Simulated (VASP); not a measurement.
A run of VASP 6.6.1 is set up as follows.

INCAR

```
SYSTEM = BPd4
  PREC = Accurate
  ENCUT = 520
  EDIFF = 1E-7
  ISMEAR = 0
  SIGMA = 0.1
  LREAL = .False.
  LASPH = .True.
  NELM = 80
  ALGO = Fast
  ISIF = 2
  LWAVE = .False.
  LCHARG = .True.
  GGA = PE
  LELF = .True.
  LVHAR = .True.
  NBANDS = 30
```

File KPOINTS:

```
Automatic mesh
0
Gamma
  6 6 4
  0 0 0
```

The input POSCAR:

```
BPd4
1.0
    3.9370124800      0.0000000000      0.0000000000
   -1.9685062400      3.4095528200      0.0000000000
    0.0000000000      0.0000000000      5.0121224200
B Pd
1 4
Direct
    0.6666666700      0.3333333300      0.8955861600
    0.5066695600      0.4933304400      0.5859656400
    0.5066695600      0.0133391300      0.5859656400
    0.9866608700      0.4933304400      0.5859656400
    0.0000000000      0.0000000000      0.1588107500
```

Potentials or basis: VASP PAW PBE potentials, release 64 (B, Pd).

The run is started by

```bash
$ cat potpaw_PBE.64/B/POTCAR potpaw_PBE.64/Pd/POTCAR > POTCAR
$ mpirun -np 1 vasp_std > vasp.out
```

Task: What does it give for the largest force?

Result: 16.810 eV/Å.

Task: What does it give for the band gap on the k mesh?

Result: Zero (an odd number of electrons rules out a gap without spin polarisation).

Forces on the atoms (eV/Å):
```
B     0.000   0.000   8.053
Pd  -14.421   8.326  -2.299
Pd    0.000 -16.652  -2.299
Pd   14.421   8.326  -2.299
Pd    0.000   0.000  -1.155
```

Caveat: atoms lie so close that the PAW spheres overlap strongly, which falsifies energies and pressures; forces of over 1 eV/Å act on the atoms, so gaps and moduli don't describe the material at rest.
